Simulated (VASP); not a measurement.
# EuO (Fm-3m) in VASP: notebook

EuO is run at these levels: PBE; tasks: single point.

Everything below comes from runs of VASP 6.6.1. Logs are shortened: lines on timing, memory, paths and dates and some standing lists are left out, and cuts for length are marked.

## 1. The cell of the first run

Symmetry: Fm-3m, No. 225, cubic system. The conventional cell has a = 4.849 Å, b = 4.849 Å, c = 4.849 Å, α = 90.00°, β = 90.00°, γ = 90.00°. Within 3.2 Å of Eu (site symmetry m-3m) lie 6 O at 2.42 Å. O (site symmetry m-3m) has 6 Eu at 2.42 Å within 3.2 Å.

## 2. Single point, PBE, collinear spin, ferromagnetic start (14.26 Å³/atom)

Input file INCAR:

```
PREC = Accurate ; ENCUT = 600
EDIFF = 1E-6 ; ISMEAR = 0
SIGMA = 0.05 ; LREAL = False
LASPH = True ; NELM = 200
ALGO = Normal ; ISIF = 2
LWAVE = False ; LCHARG = False
ISPIN = 2 ; MAGMOM = 7.15 0
LORBIT = 11 ; LMAXMIX = 6
GGA = PE ; NBANDS = 22
GGA_COMPAT = False
```

Input file KPOINTS:

```
Automatic mesh
0
Gamma
  12 12 12
```

Input file POSCAR:

```
EuO
1.0
    0.0000000000      2.4247418900      2.4247418900
    2.4247418900      0.0000000000      2.4247418900
    2.4247418900      2.4247418900      0.0000000000
Eu O
1 1
Direct
    0.0000000000      0.0000000000      0.0000000000
    0.5000000000      0.5000000000      0.5000000000
```

Potentials or basis: VASP PAW PBE potentials, release 64 (Eu, O).

The run is started by

```sh
cat potpaw_PBE.64/Eu/POTCAR potpaw_PBE.64/O/POTCAR > POTCAR
mpirun -np 1 vasp_std > vasp.out
```

OUTCAR:

```text
PREC = Accurate
   ENCUT = 600
   EDIFF = 1E-6
   ISMEAR = 0
   LREAL = False
   LASPH = True
   NELM = 200
   ISIF = 2
   ISPIN = 2
   LORBIT = 11
   GGA = PE

 ion  position               nearest neighbor table
   1  0.000  0.000  0.000-   2 2.42   2 2.42   2 2.42   2 2.42   2 2.42   2 2.42
   2  0.500  0.500  0.500-   1 2.42   1 2.42   1 2.42   1 2.42   1 2.42   1 2.42

  LATTYP: Found a face centered cubic cell.
 ALAT       =     4.8494837800

  Lattice vectors:

 A1 = (   0.0000000000,   2.4247418900,   2.4247418900)
 A2 = (   2.4247418900,   0.0000000000,   2.4247418900)
 A3 = (   2.4247418900,   2.4247418900,   0.0000000000)

Analysis of symmetry for initial positions (statically):
=====================================================================
 Subroutine PRICEL returns:
 Original cell was already a primitive cell.

 Routine SETGRP: Setting up the symmetry group for a
 face centered cubic supercell.

 Subroutine GETGRP returns: Found 48 space group operations
 (whereof 48 operations were pure point group operations)
 out of a pool of 48 trial point group operations.

The static configuration has the point symmetry O_h .

Analysis of symmetry for dynamics (positions and initial velocities):
=====================================================================
 Subroutine PRICEL returns:
 Original cell was already a primitive cell.

 Routine SETGRP: Setting up the symmetry group for a
 face centered cubic supercell.

 Subroutine GETGRP returns: Found 48 space group operations
 (whereof 48 operations were pure point group operations)
 out of a pool of 48 trial point group operations.

The dynamic configuration has the point symmetry O_h .

Analysis of structural, dynamic, and magnetic symmetry:
=====================================================================
 Subroutine PRICEL returns:
 Original cell was already a primitive cell.

 Routine SETGRP: Setting up the symmetry group for a
 face centered cubic supercell.

 Subroutine GETGRP returns: Found 48 space group operations
 (whereof 48 operations were pure point group operations)
 out of a pool of 48 trial point group operations.

The overall configuration has the point symmetry O_h .

 Subroutine INISYM returns: Found 48 space group operations
 (whereof 48 operations are pure point group operations),
 and found     1 'primitive' translations

[... 115 lines left out ...]
  volume/ion in A,a.u.               =      14.26        96.20
  Fermi-wavevector in a.u.,A,eV,Ry     =   1.523966  2.879878 31.599153  2.322472
  Thomas-Fermi vector in A             =   2.632337
   LORBIT       =     11    0 simple, 1 ext, 2 COOP (PROOUT), +10 PAW based schemes
   GGA     = PE    functional components
   LHFCALC =     F    Hartree Fock is set to
   AEXX    =    0.0000 exact exchange contribution
   IVDW    =     0    specifies the selected vdW correction
   LEPSILON=     F    determine dielectric tensor
   LRPA    =     F    only Hartree local field effects (RPA)
 spin polarized calculation
 Gauss-broadening in eV      SIGMA  =   0.05
  energy-cutoff  :      600.00
  volume of cell :       28.51
 maximum number of plane-waves:       963
   NGX = 13   NGY = 13   NGZ = 13

 number of electron      22.9999998 magnetization       6.8808546

 Free energy of the ion-electron system (eV)
  ---------------------------------------------------
  ext. energy  EPLUGINS =         0.00000000
  ---------------------------------------------------
  free energy    TOTEN  =       -21.86386385 eV

  energy without entropy =      -21.86206937  energy(sigma->0) =      -21.86296661

 E-fermi :   5.8916     XC(G=0): -11.8648

 val. band max:        5.8845980386   @ k =   0.0833   0.0833   0.0000
 cond. band min:       5.8937461306   @ k =  -0.0833   0.0833   0.0000
 fundamental gap:      0.0091480920
 Fermi energy:         5.8915861706

 spin component 1

 k-point     1 :       0.0000    0.0000    0.0000
  band No.  band energies     occupation
      1     -35.6322      1.00000
      2     -13.7561      1.00000
      3     -13.7561      1.00000
      4     -13.7561      1.00000
      5     -13.5057      1.00000
      6       1.4920      1.00000
[... 589 lines left out ...]
     21      15.8638      0.00000
     22      17.5389      0.00000

 [... further k-points ...]

 spin component 2

 k-point     1 :       0.0000    0.0000    0.0000
  band No.  band energies     occupation
      1     -32.6586      1.00000
      2     -13.5317      1.00000
      3     -11.4858      1.00000
      4     -11.4858      1.00000
      5     -11.4858      1.00000
      6       1.6491      1.00000
[... 589 lines left out ...]
     21      17.3789      0.00000
     22      18.9278      0.00000

 [... further k-points ...]

------------------------ aborting loop because EDIFF is reached ----------------------------------------

  FORCE on cell =-STRESS in cart. coord.  units (eV):
  Direction    XX          YY          ZZ          XY          YZ          ZX
  --------------------------------------------------------------------------------------
  -------------------------------------------------------------------------------------
  Total        3.1565252      3.1565252      3.1565252      0.0000000      0.0000000      0.0000000
  in kB      177.3753648    177.3753648    177.3753648      0.0000000      0.0000000      0.0000000
  external PRESSURE =     177.3753648 kB  Pullay stress =       0.0000000 kB

 VOLUME and BASIS-vectors are now :
 -----------------------------------------------------------------------------
  energy-cutoff  :      600.00
  volume of cell :       28.51
      direct lattice vectors                 reciprocal lattice vectors
     0.000000000  2.424741890  2.424741890    -0.206207515  0.206207515  0.206207515
     2.424741890  0.000000000  2.424741890     0.206207515 -0.206207515  0.206207515
     2.424741890  2.424741890  0.000000000     0.206207515  0.206207515 -0.206207515

 POSITION                                       TOTAL-FORCE (eV/Angst)
 -----------------------------------------------------------------------------------
      0.00000      0.00000      0.00000         0.000000     -0.000000      0.000000
      2.42474      2.42474      2.42474        -0.000000      0.000000     -0.000000
 -----------------------------------------------------------------------------------
    total drift:                                0.000000      0.000000      0.000000

  FREE ENERGIE OF THE ION-ELECTRON SYSTEM (eV)
  ---------------------------------------------------
  free  energy   TOTEN  =       -21.8638638527 eV

  energy  without entropy=      -21.8620693665  energy(sigma->0) =      -21.86296661

 total charge

# of ion       s       p       d       f       tot
--------------------------------------------------
    1        2.040   5.786   0.545   6.558  14.930
    2        1.558   3.461   0.000   0.000   5.019
--------------------------------------------------
tot          3.598   9.247   0.545   6.558  19.949

 magnetization (x)

# of ion       s       p       d       f       tot
--------------------------------------------------
    1       -0.011  -0.099   0.171   6.472   6.533
    2       -0.005  -0.092   0.000   0.000  -0.098
--------------------------------------------------
tot         -0.017  -0.191   0.171   6.472   6.435
```

Run time: 2.4 min. Hardware: 1 thread of Intel Xeon Platinum 8375C at 2.90GHz (Ice Lake), shared host; peak memory 0.25 GiB.

Results:

| Item | Value |
| --- | --- |
| Free energy | -21.8639 eV |
| Pressure | 17.7 GPa |
| Net moment | 6.88 μB per cell |
| Site moments | Eu +6.53; O -0.10 μB |
| Valence electrons inside the program's atomic spheres | Eu 14.93; O 5.02 |

Caveat: the cell stands under pressure; spin-orbit coupling is left out, which moves the levels of the heavy elements; a cell with one magnetic atom can't hold antiferromagnetic order, which such compounds often take; semilocal functionals describe open f shells poorly, which spoils levels, moments and volumes. The state reached can hang on the start; a lower one may exist.

## 3. Single point, PBE, collinear spin, ferromagnetic start (14.90 Å³/atom)

This run uses another cell than the first one, of 14.90 Å³/atom.

Input file INCAR:

```
SYSTEM = EuO
ALGO     = Normal         ! electronic algorithm
EDIFF    = 1E-6           ! SCF threshold, eV
ENCUT    = 600            ! plane-wave cutoff, eV
GGA      = PE             ! functional
GGA_COMPAT= .False.      
ISIF     = 2              ! what is computed and relaxed
ISMEAR   = 0              ! smearing method
ISPIN    = 2              ! spin polarisation
LASPH    = .True.         ! aspherical terms in the spheres
LCHARG   = .False.        ! write CHGCAR
LMAXMIX  = 6              ! l up to which the mixer works
LORBIT   = 11             ! projections on sites
LREAL    = .False.        ! projectors in reciprocal space
LWAVE    = .False.        ! write WAVECAR
MAGMOM   = 7.2 0          ! initial moments
NBANDS   = 22             ! bands
NELM     = 200            ! most SCF steps
PREC     = Accurate       ! precision mode
SIGMA    = 0.05           ! smearing width, eV
```

Input file KPOINTS:

```
k-points
0
Gamma
  12 12 12
  0 0 0
```

Input file POSCAR:

```
EuO
1.0
    0.0000000000      2.4609374037      2.4609374037
    2.4609374037      0.0000000000      2.4609374037
    2.4609374037      2.4609374037      0.0000000000
Eu O
1 1
Direct
    0.0000000000      0.0000000000      0.0000000000
    0.5000000000      0.5000000000      0.5000000000
```

Potentials or basis: VASP PAW PBE potentials, release 64 (Eu, O).

The run is started by

```sh
cat potpaw_PBE.64/Eu/POTCAR potpaw_PBE.64/O/POTCAR > POTCAR
mpirun -np 1 vasp_std > vasp.out
```

Run time: 2.7 min. Hardware: 1 thread of Intel Xeon Platinum 8375C at 2.90GHz (Ice Lake), shared host; peak memory 0.25 GiB.

The run converged. Its results:

| Item | Value |
| --- | --- |
| Free energy | -21.9706 eV |
| Pressure | 9.5 GPa |
| Net moment | 6.89 μB per cell |
| Site moments | Eu +6.54; O -0.10 μB |
| Valence electrons inside the program's atomic spheres | Eu 14.89; O 5.00 |

Levels at points of the mesh, in eV from the Fermi level:
Spin up:
```tsv
k point	band 13	band 14	band 15	band 16	band 17	band 18
(0.00, 0.00, 0.00)	0.14	0.14	0.14	0.29	1.60	1.60
(0.50, 0.00, 0.00)	-0.32	-0.29	-0.26	2.53	4.84	4.84
(0.50, 0.50, 0.00)	-0.42	-0.32	0.00	0.00	4.17	6.33
```
Spin down:
| k point | band 4 | band 5 | band 6 | band 7 | band 8 | band 9 | band 10 | band 11 | band 12 | band 13 |
| --- | --- | --- | --- | --- | --- | --- | --- | --- | --- | --- |
| (0.00, 0.00, 0.00) | -17.42 | -17.42 | -4.11 | -4.11 | -4.11 | 1.42 | 2.72 | 2.72 | 2.72 | 3.48 |
| (0.50, 0.00, 0.00) | -17.54 | -16.06 | -6.32 | -5.42 | -5.42 | 3.35 | 3.61 | 4.02 | 4.02 | 4.47 |
| (0.50, 0.50, 0.00) | -18.04 | -18.04 | -3.91 | -3.91 | -3.79 | -0.64 | 4.10 | 4.16 | 4.31 | 4.31 |

Caveat: the cell stands under pressure; spin-orbit coupling is left out, which moves the levels of the heavy elements; a cell with one magnetic atom can't hold antiferromagnetic order, which such compounds often take; semilocal functionals describe open f shells poorly, which spoils levels, moments and volumes. With open d or f shells a metallic result of PBE can be an artefact of self-interaction; +U or a hybrid may open a gap.
